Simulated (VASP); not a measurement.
Input of a VASP 6.6.1 run:

File INCAR:

```
SYSTEM = ZnCu
PREC     = Accurate       ! precision mode
ENCUT    = 520            ! plane-wave cutoff, eV
EDIFF    = 1E-8           ! SCF threshold, eV
ISMEAR   = -1             ! smearing method
SIGMA    = 0.05           ! smearing width, eV
LREAL    = .FALSE.        ! projectors in reciprocal space
LASPH    = .TRUE.         ! aspherical terms in the spheres
NELM     = 100            ! most SCF steps
ALGO     = Normal         ! electronic algorithm
ISIF     = 2              ! what is computed and relaxed
LWAVE    = .FALSE.        ! write WAVECAR
LCHARG   = .FALSE.        ! write CHGCAR
GGA      = PE             ! functional
LEFG     = .TRUE.       
NBANDS   = 18             ! bands
```

File KPOINTS:

```
regular mesh
0
G
  14 14 14
  0 0 0
```

The input POSCAR:

```
ZnCu
1.0
    2.9632359253      0.0000000000      0.0000000000
    0.0000000000      2.9632359253      0.0000000000
    0.0000000000      0.0000000000      2.9632359253
Zn Cu
1 1
Direct
    0.5000000000      0.5000000000      0.5000000000
    0.0000000000      0.0000000000      0.0000000000
```

Potentials or basis: VASP PAW PBE potentials, release 64 (Zn, Cu).

Launch:

```console
$ cat potpaw_PBE.64/Zn/POTCAR potpaw_PBE.64/Cu/POTCAR > POTCAR
$ mpirun -np 1 vasp_std > vasp.out
```

(1) Predict the band gap on the k mesh.

(2) What does it give for the pressure?

Results:

(1) zero (an odd number of electrons rules out a gap without spin polarisation).

(2) 0.6 GPa.
